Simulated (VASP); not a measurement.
# InP (F-43m) in VASP: settings compared

The runs below take InP through single point, with PBE, PBE+D3(BJ).

All numbers are computed with VASP 6.6.1; they aren't measurements. Logs are shortened: lines on timing, memory, paths and dates and some standing lists are left out, and cuts for length are marked.

**1. The cell of the first run**

Symmetry: F-43m, No. 216, cubic system. Conventional cell: a = 5.908 Å, b = 5.908 Å, c = 5.908 Å, α = 90.00°, β = 90.00°, γ = 90.00°. In (site symmetry -43m) has 4 P at 2.56 Å within 3.4 Å. P (site symmetry -43m) has 4 In at 2.56 Å within 3.4 Å.

**2. Single point, PBE**

INCAR reads:

```
ALGO = Normal ; EDIFF = 1E-6
ENCUT = 500 ; GGA = PE
GGA_COMPAT = False ; ISIF = 2
ISMEAR = -1 ; LASPH = True
LCHARG = False ; LREAL = False
LWAVE = False ; NBANDS = 16
NELM = 120 ; PREC = Accurate
SIGMA = 0.001
```

KPOINTS reads:

```
k-points
0
Gamma
  6 6 6
```

POSCAR reads:

```
InP
1.0
    0.0000000000      2.9537876370      2.9537876370
    2.9537876370      0.0000000000      2.9537876370
    2.9537876370      2.9537876370      0.0000000000
In P
1 1
Direct
    0.0000000000      0.0000000000      0.0000000000
    0.2500000000      0.2500000000      0.2500000000
```

Potentials or basis: VASP PAW PBE potentials, release 64 (In_d, P).

On the command line:

```console
$ cat potpaw_PBE.64/In_d/POTCAR potpaw_PBE.64/P/POTCAR > POTCAR
$ mpirun -np 1 vasp_std > vasp.out
```

OUTCAR:

```text
EDIFF = 1E-6
   ENCUT = 500
   GGA = PE
   ISIF = 2
   ISMEAR = -1
   LASPH = True
   LREAL = False
   NELM = 120
   PREC = Accurate

 ion  position               nearest neighbor table
   1  0.000  0.000  0.000-   2 2.56   2 2.56   2 2.56   2 2.56
   2  0.250  0.250  0.250-   1 2.56   1 2.56   1 2.56   1 2.56

  LATTYP: Found a face centered cubic cell.
 ALAT       =     5.9075752740

  Lattice vectors:

 A1 = (   0.0000000000,   2.9537876370,   2.9537876370)
 A2 = (   2.9537876370,   0.0000000000,   2.9537876370)
 A3 = (   2.9537876370,   2.9537876370,   0.0000000000)

Analysis of symmetry for initial positions (statically):
=====================================================================
 Subroutine PRICEL returns:
 Original cell was already a primitive cell.

 Routine SETGRP: Setting up the symmetry group for a
 face centered cubic supercell.

 Subroutine GETGRP returns: Found 24 space group operations
 (whereof 24 operations were pure point group operations)
 out of a pool of 48 trial point group operations.

The static configuration has the point symmetry T_d .

Analysis of symmetry for dynamics (positions and initial velocities):
=====================================================================
 Subroutine PRICEL returns:
 Original cell was already a primitive cell.

 Routine SETGRP: Setting up the symmetry group for a
 face centered cubic supercell.

 Subroutine GETGRP returns: Found 24 space group operations
 (whereof 24 operations were pure point group operations)
 out of a pool of 48 trial point group operations.

The dynamic configuration has the point symmetry T_d .

 Subroutine INISYM returns: Found 24 space group operations
 (whereof 24 operations are pure point group operations),
 and found     1 'primitive' translations

----------------------------------------------------------------------------------------

                                     Primitive cell

  volume of cell :      51.5428

  direct lattice vectors                    reciprocal lattice vectors
     0.000000000  2.953787637  2.953787637    -0.169274187  0.169274187  0.169274187
     2.953787637  0.000000000  2.953787637     0.169274187 -0.169274187  0.169274187
     2.953787637  2.953787637  0.000000000     0.169274187  0.169274187 -0.169274187

  length of vectors
     4.177286537  4.177286537  4.177286537     0.293191492  0.293191492  0.293191492

  position of ions in fractional coordinates (direct lattice)
     0.000000000  0.000000000  0.000000000
     0.250000000  0.250000000  0.250000000

  ion indices of the primitive-cell ions
   primitive index   ion index
                 1           1
                 2           2

----------------------------------------------------------------------------------------

 KPOINTS: k-points

Automatic generation of k-mesh.
 Grid dimensions read from file:
 generate k-points for:    6    6    6

 Generating k-lattice:

  Cartesian coordinates                     Fractional coordinates (reciprocal lattice)
    -0.028212364  0.028212364  0.028212364     0.166666667  0.000000000  0.000000000
     0.028212364 -0.028212364  0.028212364     0.000000000  0.166666667  0.000000000
     0.028212364  0.028212364 -0.028212364     0.000000000  0.000000000  0.166666667

  Length of vectors
     0.048865249  0.048865249  0.048865249

  Shift w.r.t. Gamma in fractional coordinates (k-lattice)
     0.000000000  0.000000000  0.000000000

 Subroutine IBZKPT returns following result:
 ===========================================

 Found     16 irreducible k-points:

 Following reciprocal coordinates:
            Coordinates               Weight
  0.000000  0.000000  0.000000      1.000000
  0.166667  0.000000  0.000000      8.000000
  0.333333  0.000000  0.000000      8.000000
  0.500000  0.000000  0.000000      4.000000
  0.166667  0.166667  0.000000      6.000000
  0.333333  0.166667  0.000000     24.000000
[... 8 lines left out ...]
 -0.333333  0.333333  0.166667     24.000000
 -0.333333  0.500000  0.166667     12.000000
   k-points           NKPTS =     16   k-points in BZ     NKDIM =     16   number of bands    NBANDS=     16
   number of dos      NEDOS =    301   number of ions     NIONS =      2
   total plane-waves  NPLWV =  27000
   dimension x,y,z NGX =    30 NGY =   30 NGZ =   30
   dimension x,y,z NGXF=    60 NGYF=   60 NGZF=   60
   ions per type =               1   1
   NGX,Y,Z   is equivalent  to a cutoff of  11.94, 11.94, 11.94 a.u.
   NGXF,Y,Z  is equivalent  to a cutoff of  23.88, 23.88, 23.88 a.u.
 SYSTEM =  unknown system
   PREC   = accura    normal or accurate (medium, high low for compatibility)
   ISTART =      0    job   : 0-new  1-cont  2-samecut
   ICHARG =      2    charge: 1-file 2-atom 10-const
   ISPIN  =      1    spin polarized calculation?
   LNONCOLLINEAR =      F non collinear calculations
   LSORBIT =      F    spin-orbit coupling
   LASPH  =      T    aspherical Exc in radial PAW
   ENCUT  =  500.0 eV  36.75 Ry    6.06 a.u.   7.62  7.62  7.62*2*pi/ulx,y,z
   NELM   =    120;   NELMIN=  2; NELMDL= -5     # of ELM steps
   EDIFF  = 0.1E-05   stopping-criterion for ELM
   LREAL  =      F    real-space projection
   EDIFFG = 0.1E-04   stopping-criterion for IOM
   NSW    =      0    number of steps for IOM
   IBRION =     -1    ionic relax: 0-MD 1-quasi-New 2-CG
   NFREE  =      0    steps in history (QN), initial steepest desc. (CG)
   ISIF   =      2    stress and relaxation
   ISYM   =      2    0-nonsym 1-usesym 2-fastsym
   POTIM  = 0.5000    time-step for ionic-motion
   TEBEG  =    0.0;   TEEND  =   0.0 temperature during run
   PSTRESS=    0.0 pullay stress
   NELECT =      18.0000    total number of electrons
   NUPDOWN=      -1.0000    fix difference up-down
   EMIN   =  10.00;   EMAX   =-10.00  energy-range for DOS
   EFERMI =   0.00;   METHOD = LEGACY
   ISMEAR =    -1;   SIGMA  =   0.00  broadening in eV -4-tet -1-fermi 0-gaus
   EFERMI_NEDOS =   21; number of points for ismear=-14 and -15
   IALGO  =     38    algorithm
   IMIX   =      4    mixing-type and parameters
     AMIX     =   0.40;   BMIX     =  1.00
     AMIX_MAG =   1.60;   BMIX_MAG =  1.00
  volume/ion in A,a.u.               =      25.77       173.91
  Fermi-wavevector in a.u.,A,eV,Ry     =   1.152860  2.178589 18.083301  1.329085
  Thomas-Fermi vector in A             =   2.289508
   LORBIT       =      0    0 simple, 1 ext, 2 COOP (PROOUT), +10 PAW based schemes
   GGA     = PE    functional components
   LHFCALC =     F    Hartree Fock is set to
   AEXX    =    0.0000 exact exchange contribution
   IVDW    =     0    specifies the selected vdW correction
   LEPSILON=     F    determine dielectric tensor
   LRPA    =     F    only Hartree local field effects (RPA)
 non-spin polarized calculation
  energy-cutoff  :      500.00
  volume of cell :       51.54
 maximum number of plane-waves:      1363
   NGX = 15   NGY = 15   NGZ = 15

 number of electron      17.9999996 magnetization

 Free energy of the ion-electron system (eV)
  ---------------------------------------------------
  ext. energy  EPLUGINS =         0.00000000
  ---------------------------------------------------
  free energy    TOTEN  =        -8.38871965 eV

  energy without entropy =       -8.38871965  energy(sigma->0) =       -8.38871965

 E-fermi :   5.0103     XC(G=0):  -9.1755

 val. band max:        4.9385450861   @ k =   0.0000   0.0000   0.0000
 cond. band min:       5.5187910678   @ k =   0.0000   0.0000   0.0000
 fundamental gap:      0.5802459817
 Fermi energy:         5.0103163929

 k-point     1 :       0.0000    0.0000    0.0000
  band No.  band energies     occupation
      1      -9.2095      2.00000
      2      -9.2095      2.00000
      3      -9.2095      2.00000
      4      -9.0693      2.00000
      5      -9.0693      2.00000
      6      -6.4194      2.00000
[... 8 lines left out ...]
     15      14.3467      0.00000
     16      14.3467      0.00000

 k-point     2 :       0.1667    0.0000    0.0000
  band No.  band energies     occupation
      1      -9.2381      2.00000
      2      -9.1980      2.00000
      3      -9.1980      2.00000
      4      -9.0688      2.00000
      5      -9.0688      2.00000
      6      -6.1180      2.00000
[... 8 lines left out ...]
     15      13.5358      0.00000
     16      14.3409      0.00000

 k-point     3 :       0.3333    0.0000    0.0000
  band No.  band energies     occupation
      1      -9.2918      2.00000
      2      -9.1797      2.00000
      3      -9.1797      2.00000
      4      -9.0628      2.00000
      5      -9.0628      2.00000
      6      -5.3428      2.00000
[... 8 lines left out ...]
     15      14.0001      0.00000
     16      14.0001      0.00000

 k-point     4 :       0.5000    0.0000    0.0000
  band No.  band energies     occupation
      1      -9.3172      2.00000
      2      -9.1736      2.00000
      3      -9.1736      2.00000
      4      -9.0567      2.00000
      5      -9.0567      2.00000
      6      -4.7718      2.00000
[... 8 lines left out ...]
     15      15.5217      0.00000
     16      15.5217      0.00000

 k-point     5 :       0.1667    0.1667    0.0000
  band No.  band energies     occupation
      1      -9.2588      2.00000
      2      -9.1862      2.00000
      3      -9.1862      2.00000
      4      -9.0791      2.00000
      5      -9.0612      2.00000
      6      -6.0187      2.00000
[... 8 lines left out ...]
     15      14.5970      0.00000
     16      15.3097      0.00000

 k-point     6 :       0.3333    0.1667    0.0000
  band No.  band energies     occupation
      1      -9.3011      2.00000
      2      -9.1698      2.00000
      3      -9.1651      2.00000
      4      -9.0832      2.00000
      5      -9.0542      2.00000
      6      -5.3929      2.00000
[... 8 lines left out ...]
     15      14.8600      0.00000
     16      15.6264      0.00000

 k-point     7 :       0.5000    0.1667    0.0000
  band No.  band energies     occupation
      1      -9.3250      2.00000
      2      -9.1659      2.00000
      3      -9.1569      2.00000
      4      -9.0727      2.00000
      5      -9.0537      2.00000
      6      -4.6569      2.00000
[... 8 lines left out ...]
     15      15.5739      0.00000
     16      15.8271      0.00000

 k-point     8 :      -0.3333    0.1667    0.0000
  band No.  band energies     occupation
      1      -9.3137      2.00000
      2      -9.1689      2.00000
      3      -9.1639      2.00000
      4      -9.0665      2.00000
      5      -9.0623      2.00000
      6      -4.8619      2.00000
[... 8 lines left out ...]
     15      14.9078      0.00000
     16      16.0071      0.00000

 k-point     9 :      -0.1667    0.1667    0.0000
  band No.  band energies     occupation
      1      -9.2748      2.00000
      2      -9.1845      2.00000
      3      -9.1792      2.00000
      4      -9.0739      2.00000
      5      -9.0623      2.00000
      6      -5.6524      2.00000
[... 8 lines left out ...]
     15      14.3327      0.00000
     16      15.7748      0.00000

 k-point    10 :       0.3333    0.3333    0.0000
  band No.  band energies     occupation
      1      -9.3427      2.00000
      2      -9.1381      2.00000
      3      -9.1381      2.00000
      4      -9.1025      2.00000
      5      -9.0450      2.00000
      6      -4.9759      2.00000
[... 8 lines left out ...]
     15      15.2372      0.00000
     16      18.1391      0.00000

 k-point    11 :       0.5000    0.3333    0.0000
  band No.  band energies     occupation
      1      -9.3584      2.00000
      2      -9.1350      2.00000
      3      -9.1262      2.00000
      4      -9.1007      2.00000
      5      -9.0443      2.00000
      6      -4.3541      2.00000
[... 8 lines left out ...]
     15      15.7419      0.00000
     16      16.8348      0.00000

 k-point    12 :      -0.3333    0.3333    0.0000
  band No.  band energies     occupation
      1      -9.3402      2.00000
      2      -9.1532      2.00000
      3      -9.1364      2.00000
      4      -9.0819      2.00000
      5      -9.0580      2.00000
      6      -4.2866      2.00000
[... 8 lines left out ...]
     15      14.1115      0.00000
     16      17.9808      0.00000

 k-point    13 :       0.5000    0.5000    0.0000
  band No.  band energies     occupation
      1      -9.3798      2.00000
      2      -9.1155      2.00000
      3      -9.1132      2.00000
      4      -9.1132      2.00000
      5      -9.0369      2.00000
      6      -4.1442      2.00000
[... 8 lines left out ...]
     15      15.6854      0.00000
     16      16.6773      0.00000

 k-point    14 :       0.5000    0.3333    0.1667
  band No.  band energies     occupation
      1      -9.3301      2.00000
      2      -9.1593      2.00000
      3      -9.1422      2.00000
      4      -9.0868      2.00000
      5      -9.0523      2.00000
      6      -4.7395      2.00000
[... 8 lines left out ...]
     15      15.9338      0.00000
     16      16.5759      0.00000

 k-point    15 :      -0.3333    0.3333    0.1667
  band No.  band energies     occupation
      1      -9.3391      2.00000
      2      -9.1597      2.00000
      3      -9.1323      2.00000
      4      -9.0817      2.00000
      5      -9.0567      2.00000
      6      -4.2857      2.00000
[... 8 lines left out ...]
     15      15.9388      0.00000
     16      16.4042      0.00000

 k-point    16 :      -0.3333    0.5000    0.1667
  band No.  band energies     occupation
      1      -9.3573      2.00000
      2      -9.1429      2.00000
      3      -9.1202      2.00000
      4      -9.0950      2.00000
      5      -9.0490      2.00000
      6      -4.0913      2.00000
[... 8 lines left out ...]
     15      16.1065      0.00000
     16      16.7922      0.00000

------------------------ aborting loop because EDIFF is reached ----------------------------------------

  FORCE on cell =-STRESS in cart. coord.  units (eV):
  Direction    XX          YY          ZZ          XY          YZ          ZX
  --------------------------------------------------------------------------------------
  -------------------------------------------------------------------------------------
  Total        0.5134687      0.5134687      0.5134687     -0.0000000      0.0000000      0.0000000
  in kB       15.9608770     15.9608770     15.9608770     -0.0000000      0.0000000      0.0000000
  external PRESSURE =      15.9608770 kB  Pullay stress =       0.0000000 kB

 VOLUME and BASIS-vectors are now :
 -----------------------------------------------------------------------------
  energy-cutoff  :      500.00
  volume of cell :       51.54
      direct lattice vectors                 reciprocal lattice vectors
     0.000000000  2.953787637  2.953787637    -0.169274187  0.169274187  0.169274187
     2.953787637  0.000000000  2.953787637     0.169274187 -0.169274187  0.169274187
     2.953787637  2.953787637  0.000000000     0.169274187  0.169274187 -0.169274187

 POSITION                                       TOTAL-FORCE (eV/Angst)
 -----------------------------------------------------------------------------------
      0.00000      0.00000      0.00000         0.000000     -0.000000      0.000000
      1.47689      1.47689      1.47689        -0.000000      0.000000     -0.000000
 -----------------------------------------------------------------------------------
    total drift:                                0.000000      0.000000     -0.000000

  FREE ENERGIE OF THE ION-ELECTRON SYSTEM (eV)
  ---------------------------------------------------
  free  energy   TOTEN  =        -8.3887196495 eV

  energy  without entropy=       -8.3887196495  energy(sigma->0) =       -8.38871965
```

It took 7.4 s on 1 thread of Intel Xeon Platinum 8559C (Emerald Rapids), shared host; peak memory 0.16 GiB.

Results:

| Item | Value |
| --- | --- |
| Free energy | -8.3887 eV |
| Pressure | 1.6 GPa |
| Band gap on the k mesh | 0.58 eV, direct |

Caveat: spin-orbit coupling is left out, which moves the levels of the heavy elements.

**3. Single point, PBE**

INCAR reads:

```
SYSTEM = InP
PREC     = Accurate       ! precision mode
ENCUT    = 500            ! plane-wave cutoff, eV
EDIFF    = 1E-6           ! SCF threshold, eV
ISMEAR   = 0              ! smearing method
SIGMA    = 0.001          ! smearing width, eV
LREAL    = .False.        ! projectors in reciprocal space
LASPH    = .True.         ! aspherical terms in the spheres
NELM     = 120            ! most SCF steps
ALGO     = Normal         ! electronic algorithm
ISIF     = 2              ! what is computed and relaxed
LWAVE    = .False.        ! write WAVECAR
LCHARG   = .False.        ! write CHGCAR
GGA      = PE             ! functional
NBANDS   = 16             ! bands
GGA_COMPAT= .False.
```

KPOINTS reads:

```
regular mesh
0
Gamma
  6 6 6
  0 0 0
```

POSCAR is that of step 2.

Potentials or basis: VASP PAW PBE potentials, release 64 (In_d, P).

On the command line:

```console
$ cat potpaw_PBE.64/In_d/POTCAR potpaw_PBE.64/P/POTCAR > POTCAR
$ mpirun -np 1 vasp_std > vasp.out
```

It took 7.4 s on 1 thread of Intel Xeon Platinum 8559C (Emerald Rapids), shared host; peak memory 0.16 GiB.

The run converged. Its results:

| Item | Value |
| --- | --- |
| Free energy | -8.3887 eV |
| Pressure | 1.6 GPa |
| Band gap on the k mesh | 0.58 eV, direct |

Levels at points of the mesh, in eV from the valence-band top:
| k point | band 5 | band 6 | band 7 | band 8 | band 9 | band 10 | band 11 | band 12 | band 13 | band 14 |
| --- | --- | --- | --- | --- | --- | --- | --- | --- | --- | --- |
| (0.00, 0.00, 0.00) | -14.01 | -11.36 | 0.00 | 0.00 | 0.00 | 0.58 | 4.09 | 4.09 | 4.09 | 8.47 |
| (0.50, 0.00, 0.00) | -14.00 | -9.71 | -5.61 | -0.94 | -0.94 | 1.44 | 4.80 | 4.80 | 7.05 | 9.37 |
| (0.50, 0.50, 0.00) | -13.98 | -9.08 | -5.65 | -2.24 | -2.24 | 1.80 | 2.27 | 9.07 | 9.43 | 9.43 |

Caveat: spin-orbit coupling is left out, which moves the levels of the heavy elements.

**4. Single point, PBE**

INCAR reads:

```
SYSTEM = InP
PREC = Accurate ; ENCUT = 500
EDIFF = 1E-6 ; ISMEAR = 0
SIGMA = 0.05 ; LREAL = .FALSE.
LASPH = .TRUE. ; NELM = 120
ALGO = Normal ; ISIF = 2
LWAVE = .FALSE. ; LCHARG = .TRUE.
GGA = PE ; LELF = .TRUE.
LVHAR = .TRUE. ; NBANDS = 16
GGA_COMPAT = .FALSE.
```

KPOINTS reads:

```
regular mesh
0
G
  6 6 6
  0 0 0
```

POSCAR is that of step 3.

On the command line:

```console
$ cat potpaw_PBE.64/In_d/POTCAR potpaw_PBE.64/P/POTCAR > POTCAR
$ mpirun -np 1 vasp_std > vasp.out
```

It took 7.9 s on 1 thread of Intel Xeon Platinum 8559C (Emerald Rapids), shared host; peak memory 0.16 GiB.

It converged, with:

```yaml
Free_energy: -8.3887 eV
Pressure: 1.6 GPa
Band_gap_on_the_k_mesh: 0.58 eV, direct
```

Levels at points of the mesh, in eV from the valence-band top:
| k point | band 6 | band 7 | band 8 | band 9 | band 10 | band 11 | band 12 | band 13 |
| --- | --- | --- | --- | --- | --- | --- | --- | --- |
| (0.00, 0.00, 0.00) | -11.36 | 0.00 | 0.00 | 0.00 | 0.58 | 4.09 | 4.09 | 4.09 |
| (0.50, 0.00, 0.00) | -9.71 | -5.61 | -0.94 | -0.94 | 1.44 | 4.80 | 4.80 | 7.05 |
| (0.50, 0.50, 0.00) | -9.08 | -5.65 | -2.24 | -2.24 | 1.80 | 2.27 | 9.07 | 9.43 |

Caveat: spin-orbit coupling is left out, which moves the levels of the heavy elements.

(Continued in part 2 of 2.)
